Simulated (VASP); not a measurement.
# TiO2 (I4_1/amd) in VASP: single point with PBE+D3(BJ)

Aim: the single point of TiO2 with PBE+D3(BJ).

Program: VASP 6.6.1. These are calculated values, not measurements. Logs are shortened: lines on timing, memory, paths and dates and some standing lists are left out, and cuts for length are marked.

## 1. The cell of the first run

The structure is tetragonal, space group I4_1/amd (No. 141). The conventional cell has a = 3.787 Å, b = 3.787 Å, c = 9.571 Å, α = 90.00°, β = 90.00°, γ = 90.00°. Within 2.6 Å of Ti (site symmetry -4m2) lie 6 O at 1.94 to 1.99 Å. O (site symmetry 2mm) has 3 Ti at 1.94 to 1.99 Å and 2 O at 2.47 Å within 2.6 Å.

## 2. Single point, PBE+D3(BJ)

Input file INCAR:

```
SYSTEM = TiO2
ALGO     = Normal         ! electronic algorithm
EDIFF    = 1E-7           ! SCF threshold, eV
ENCUT    = 520            ! plane-wave cutoff, eV
GGA      = PE             ! functional
ISIF     = 2              ! what is computed and relaxed
ISMEAR   = 0              ! smearing method
IVDW     = 12             ! dispersion correction
LASPH    = .True.         ! aspherical terms in the spheres
LCHARG   = .False.        ! write CHGCAR
LREAL    = .False.        ! projectors in reciprocal space
LWAVE    = .False.        ! write WAVECAR
NBANDS   = 33             ! bands
NELM     = 100            ! most SCF steps
PREC     = Accurate       ! precision mode
SIGMA    = 0.02           ! smearing width, eV
```

Input file KPOINTS:

```
k-points
0
Gamma
  10 10 10
  0 0 0
```

Input file POSCAR:

```
TiO2
1.0
   -1.8936855267      1.8936855267      4.7856040549
    1.8936855267     -1.8936855267      4.7856040549
    1.8936855267      1.8936855267     -4.7856040549
Ti O
2 4
Direct
    0.0000000000      0.0000000000      0.0000000000
    0.7500000000      0.2500000000      0.5000000000
    0.2081053461      0.2081053461      0.0000000000
    0.9581053461      0.4581053461      0.5000000000
    0.5418946539      0.0418946539      0.5000000000
    0.7918946539      0.7918946539      0.0000000000
```

Potentials or basis: VASP PAW PBE potentials, release 64 (Ti_sv, O).

Command:

```console
$ cat potpaw_PBE.64/Ti_sv/POTCAR potpaw_PBE.64/O/POTCAR > POTCAR
$ mpirun -np 1 vasp_std > vasp.out
```

OUTCAR:

```text
SYSTEM = TiO2
   EDIFF = 1E-7
   ENCUT = 520
   GGA = PE
   ISIF = 2
   ISMEAR = 0
   IVDW = 12
   LASPH = .True.
   LREAL = .False.
   NELM = 100
   PREC = Accurate
 IVDW          = 12

 ion  position               nearest neighbor table
   1  0.000  0.000  0.000-   4 1.94   5 1.94   5 1.94   4 1.94   3 1.99   6 1.99
   2  0.750  0.250  0.500-   3 1.94   6 1.94   6 1.94   3 1.94   4 1.99   5 1.99
   3  0.208  0.208  0.000-   2 1.94   2 1.94   1 1.99
   4  0.958  0.458  0.500-   1 1.94   1 1.94   2 1.99
   5  0.542  0.042  0.500-   1 1.94   1 1.94   2 1.99
   6  0.792  0.792  0.000-   2 1.94   2 1.94   1 1.99

  LATTYP: Found a body centered tetragonal cell.
 ALAT       =     3.7873710534
 C/A-ratio  =     2.5271376833

  Lattice vectors:

 A1 = (  -1.8936855267,   1.8936855267,   4.7856040549)
 A2 = (   1.8936855267,  -1.8936855267,   4.7856040549)
 A3 = (   1.8936855267,   1.8936855267,  -4.7856040549)

Analysis of symmetry for initial positions (statically):
=====================================================================
 Subroutine PRICEL returns:
 Original cell was already a primitive cell.

 Routine SETGRP: Setting up the symmetry group for a
 body centered tetragonal supercell.

 Subroutine GETGRP returns: Found 16 space group operations
 (whereof  8 operations were pure point group operations)
 out of a pool of 16 trial point group operations.

The static configuration has the point symmetry D_2d.
 The point group associated with its full space group is D_4h.

Analysis of symmetry for dynamics (positions and initial velocities):
=====================================================================
 Subroutine PRICEL returns:
 Original cell was already a primitive cell.

 Routine SETGRP: Setting up the symmetry group for a
 body centered tetragonal supercell.

 Subroutine GETGRP returns: Found 16 space group operations
 (whereof  8 operations were pure point group operations)
 out of a pool of 16 trial point group operations.

The dynamic configuration has the point symmetry D_2d.
 The point group associated with its full space group is D_4h.

 Subroutine INISYM returns: Found 16 space group operations
 (whereof  8 operations are pure point group operations),
 and found     1 'primitive' translations

----------------------------------------------------------------------------------------

                                     Primitive cell

  volume of cell :      68.6456

  direct lattice vectors                    reciprocal lattice vectors
    -1.893685527  1.893685527  4.785604055     0.000000000  0.264035392  0.104480018
     1.893685527 -1.893685527  4.785604055     0.264035392  0.000000000  0.104480018
     1.893685527  1.893685527 -4.785604055     0.264035392  0.264035392  0.000000000

  length of vectors
     5.483985405  5.483985405  5.483985405     0.283955564  0.283955564  0.373402432

  position of ions in fractional coordinates (direct lattice)
     0.000000000  0.000000000  0.000000000
     0.750000000  0.250000000  0.500000000
     0.208105346  0.208105346  0.000000000
     0.958105346  0.458105346  0.500000000
     0.541894654  0.041894654  0.500000000
     0.791894654  0.791894654  0.000000000

  ion indices of the primitive-cell ions
   primitive index   ion index
                 1           1
                 2           2
                 3           3
                 4           4
                 5           5
                 6           6

----------------------------------------------------------------------------------------

 KPOINTS: k-points

Automatic generation of k-mesh.
 Grid dimensions read from file:
 generate k-points for:   10   10   10

 Generating k-lattice:

  Cartesian coordinates                     Fractional coordinates (reciprocal lattice)
     0.000000000  0.026403539  0.010448002     0.100000000  0.000000000  0.000000000
     0.026403539  0.000000000  0.010448002     0.000000000  0.100000000  0.000000000
     0.026403539  0.026403539  0.000000000     0.000000000  0.000000000  0.100000000

  Length of vectors
     0.028395556  0.028395556  0.037340243

  Shift w.r.t. Gamma in fractional coordinates (k-lattice)
     0.000000000  0.000000000  0.000000000

 Subroutine IBZKPT returns following result:
 ===========================================

 Found    102 irreducible k-points:

 Following reciprocal coordinates:
            Coordinates               Weight
  0.000000  0.000000  0.000000      1.000000
  0.100000  0.000000 -0.000000      8.000000
  0.200000  0.000000 -0.000000      8.000000
  0.300000  0.000000  0.000000      8.000000
  0.400000  0.000000 -0.000000      8.000000
  0.500000  0.000000  0.000000      4.000000
[... 16 lines left out ...]
  0.300000  0.300000  0.000000      8.000000
  0.400000  0.300000 -0.000000     16.000000
 [... further k-points ...]
   k-points           NKPTS =    102   k-points in BZ     NKDIM =    102   number of bands    NBANDS=     33
   number of dos      NEDOS =    301   number of ions     NIONS =      6
   total plane-waves  NPLWV =  74088
   dimension x,y,z NGX =    42 NGY =   42 NGZ =   42
   dimension x,y,z NGXF=    84 NGYF=   84 NGZF=   84
   ions per type =               2   4
   NGX,Y,Z   is equivalent  to a cutoff of  12.73, 12.73, 12.73 a.u.
   NGXF,Y,Z  is equivalent  to a cutoff of  25.46, 25.46, 25.46 a.u.
 SYSTEM =  TiO2
   PREC   = accura    normal or accurate (medium, high low for compatibility)
   ISTART =      0    job   : 0-new  1-cont  2-samecut
   ICHARG =      2    charge: 1-file 2-atom 10-const
   ISPIN  =      1    spin polarized calculation?
   LNONCOLLINEAR =      F non collinear calculations
   LSORBIT =      F    spin-orbit coupling
   LASPH  =      T    aspherical Exc in radial PAW
   ENCUT  =  520.0 eV  38.22 Ry    6.18 a.u.  10.20 10.20 10.20*2*pi/ulx,y,z
   NELM   =    100;   NELMIN=  2; NELMDL= -5     # of ELM steps
   EDIFF  = 0.1E-06   stopping-criterion for ELM
   LREAL  =      F    real-space projection
   EDIFFG = 0.1E-05   stopping-criterion for IOM
   NSW    =      0    number of steps for IOM
   IBRION =     -1    ionic relax: 0-MD 1-quasi-New 2-CG
   NFREE  =      0    steps in history (QN), initial steepest desc. (CG)
   ISIF   =      2    stress and relaxation
   ISYM   =      2    0-nonsym 1-usesym 2-fastsym
   POTIM  = 0.5000    time-step for ionic-motion
   TEBEG  =    0.0;   TEEND  =   0.0 temperature during run
   PSTRESS=    0.0 pullay stress
   NELECT =      48.0000    total number of electrons
   NUPDOWN=      -1.0000    fix difference up-down
   EMIN   =  10.00;   EMAX   =-10.00  energy-range for DOS
   EFERMI =   0.00;   METHOD = LEGACY
   ISMEAR =     0;   SIGMA  =   0.02  broadening in eV -4-tet -1-fermi 0-gaus
   EFERMI_NEDOS =   21; number of points for ismear=-14 and -15
   IALGO  =     38    algorithm
   IMIX   =      4    mixing-type and parameters
     AMIX     =   0.40;   BMIX     =  1.00
     AMIX_MAG =   1.60;   BMIX_MAG =  1.00
  volume/ion in A,a.u.               =      11.44        77.21
  Fermi-wavevector in a.u.,A,eV,Ry     =   1.453063  2.745891 28.727230  2.111392
  Thomas-Fermi vector in A             =   2.570373
   LORBIT       =      0    0 simple, 1 ext, 2 COOP (PROOUT), +10 PAW based schemes
   GGA     = PE    functional components
   LHFCALC =     F    Hartree Fock is set to
   AEXX    =    0.0000 exact exchange contribution
   IVDW    =    12    specifies the selected vdW correction
   LEPSILON=     F    determine dielectric tensor
   LRPA    =     F    only Hartree local field effects (RPA)
 non-spin polarized calculation
 Gauss-broadening in eV      SIGMA  =   0.02
  energy-cutoff  :      520.00
  volume of cell :       68.65
 maximum number of plane-waves:      1864
 NGX is ok and might be reduce to    42
   NGX = 21   NGY = 21   NGZ = 21

 number of electron      47.9999990 magnetization

 Free energy of the ion-electron system (eV)
  ---------------------------------------------------
  ext. energy  EPLUGINS =         0.00000000
  ---------------------------------------------------
  free energy    TOTEN  =       -53.84377003 eV

  energy without entropy =      -53.84377003  energy(sigma->0) =      -53.84377003

 E-fermi :   3.4898     XC(G=0): -10.6986

 val. band max:        3.3334481477   @ k =  -0.4000   0.4000   0.0000
 cond. band min:       5.4321220221   @ k =   0.0000   0.0000   0.0000
 fundamental gap:      2.0986738745
 Fermi energy:         3.4897615748

 k-point     1 :       0.0000    0.0000    0.0000
  band No.  band energies     occupation
      1     -53.0886      2.00000
      2     -53.0312      2.00000
      3     -29.5412      2.00000
      4     -29.3095      2.00000
      5     -29.3095      2.00000
      6     -29.2412      2.00000
[... 25 lines left out ...]
     32       8.5488      0.00000
     33       8.6008      0.00000

 k-point     2 :       0.1000    0.0000   -0.0000
  band No.  band energies     occupation
      1     -53.0874      2.00000
      2     -53.0320      2.00000
      3     -29.5384      2.00000
      4     -29.3222      2.00000
      5     -29.3104      2.00000
      6     -29.2464      2.00000
[... 25 lines left out ...]
     32       8.6389      0.00000
     33       8.8933      0.00000

 k-point     3 :       0.2000    0.0000   -0.0000
  band No.  band energies     occupation
      1     -53.0839      2.00000
      2     -53.0344      2.00000
      3     -29.5315      2.00000
      4     -29.3540      2.00000
      5     -29.3126      2.00000
      6     -29.2588      2.00000
[... 25 lines left out ...]
     32       8.9803      0.00000
     33       9.3336      0.00000

 k-point     4 :       0.3000    0.0000    0.0000
  band No.  band energies     occupation
      1     -53.0790      2.00000
      2     -53.0380      2.00000
      3     -29.5232      2.00000
      4     -29.3923      2.00000
      5     -29.3151      2.00000
      6     -29.2707      2.00000
[... 25 lines left out ...]
     32       9.1908      0.00000
     33       9.6208      0.00000

 k-point     5 :       0.4000    0.0000   -0.0000
  band No.  band energies     occupation
      1     -53.0742      2.00000
      2     -53.0417      2.00000
      3     -29.5160      2.00000
      4     -29.4241      2.00000
      5     -29.3169      2.00000
      6     -29.2764      2.00000
[... 604 lines left out ...]
 k-point    22 :      -0.2000    0.2000    0.0000
  band No.  band energies     occupation
      1     -53.0816      2.00000
      2     -53.0352      2.00000
      3     -29.5373      2.00000
      4     -29.3706      2.00000
      5     -29.3309      2.00000
      6     -29.2776      2.00000
[... 25 lines left out ...]
     32       9.7419      0.00000
     33       9.8312      0.00000

 k-point    23 :       0.3000    0.3000    0.0000
  band No.  band energies     occupation
      1     -53.0669      2.00000
      2     -53.0471      2.00000
      3     -29.4976      2.00000
      4     -29.4423      2.00000
      5     -29.3537      2.00000
      6     -29.3087      2.00000
[... 25 lines left out ...]
     32       9.7543      0.00000
     33      10.5577      0.00000

 k-point    24 :       0.4000    0.3000   -0.0000
  band No.  band energies     occupation
      1     -53.0633      2.00000
      2     -53.0496      2.00000
      3     -29.5006      2.00000
      4     -29.4631      2.00000
      5     -29.3555      2.00000
      6     -29.3244      2.00000
[... 25 lines left out ...]
     32       9.7632      0.00000
     33      10.6437      0.00000

 [... further k-points ...]

------------------------ aborting loop because EDIFF is reached ----------------------------------------

 Edisp (eV)   -1.34452

 E8    (eV) :    -0.5342

  FORCE on cell =-STRESS in cart. coord.  units (eV):
  Direction    XX          YY          ZZ          XY          YZ          ZX
  --------------------------------------------------------------------------------------
  -------------------------------------------------------------------------------------
  Total       0.29198     0.29198     0.32046     0.00000     0.00000     0.00000
  in kB       6.81484     6.81484     7.47960     0.00000     0.00000     0.00000
  external pressure =        7.04 kB  Pullay stress =        0.00 kB

 VOLUME and BASIS-vectors are now :
 -----------------------------------------------------------------------------
  energy-cutoff  :      520.00
  volume of cell :       68.65
      direct lattice vectors                 reciprocal lattice vectors
    -1.893685527  1.893685527  4.785604055     0.000000000  0.264035392  0.104480018
     1.893685527 -1.893685527  4.785604055     0.264035392  0.000000000  0.104480018
     1.893685527  1.893685527 -4.785604055     0.264035392  0.264035392  0.000000000

 POSITION                                       TOTAL-FORCE (eV/Angst)
 -----------------------------------------------------------------------------------
      0.00000      0.00000      0.00000        -0.000000     -0.000000     -0.000000
     -0.00000      1.89369      2.39280        -0.000000     -0.000000      0.000000
      0.00000      0.00000      1.99182         0.000000      0.000000      0.020123
      0.00000      1.89369      4.38462        -0.000000     -0.000000      0.020123
     -0.00000      1.89369      0.40098        -0.000000     -0.000000     -0.020123
      0.00000      0.00000      7.57939         0.000000      0.000000     -0.020123
 -----------------------------------------------------------------------------------
    total drift:                                0.000000      0.000000     -0.000000

  FREE ENERGIE OF THE ION-ELECTRON SYSTEM (eV)
  ---------------------------------------------------
  free  energy   TOTEN  =       -55.1882907651 eV

  energy  without entropy=      -55.1882907651  energy(sigma->0) =      -55.18829077
```

Run time: 13 min. Hardware: 1 thread of AMD EPYC 7R13, shared host; peak memory 0.35 GiB.

Results:

- Free energy: -55.1883 eV
- Pressure: 0.7 GPa
- Largest force: 0.020 eV/Å
- Band gap on the k mesh: 2.10 eV (least direct gap 2.43 eV)
- Dispersion energy per atom: -0.224 eV

Forces in eV/Å, atoms in the order of the input:
```
Ti   0.000  0.000  0.000
Ti   0.000  0.000  0.000
O    0.000  0.000  0.020
O    0.000  0.000  0.020
O    0.000  0.000 -0.020
O    0.000  0.000 -0.020
```

Levels at points of the mesh, in eV from the valence-band top:
| k point | band 20 | band 21 | band 22 | band 23 | band 24 | band 25 | band 26 | band 27 | band 28 | band 29 |
| --- | --- | --- | --- | --- | --- | --- | --- | --- | --- | --- |
| (0.00, 0.00, 0.00) | -0.78 | -0.78 | -0.78 | -0.46 | -0.46 | 2.10 | 2.81 | 3.95 | 3.95 | 3.98 |
| (0.50, 0.00, 0.00) | -1.94 | -1.94 | -0.94 | -0.86 | -0.64 | 3.21 | 3.52 | 3.52 | 3.61 | 4.25 |
| (0.50, 0.50, 0.00) | -2.64 | -2.06 | -2.06 | -0.03 | -0.03 | 3.30 | 3.30 | 3.77 | 3.77 | 4.85 |
| (0.50, 0.50, 0.50) | -1.35 | -1.27 | -1.27 | -0.12 | -0.12 | 2.44 | 2.44 | 3.73 | 3.73 | 4.21 |
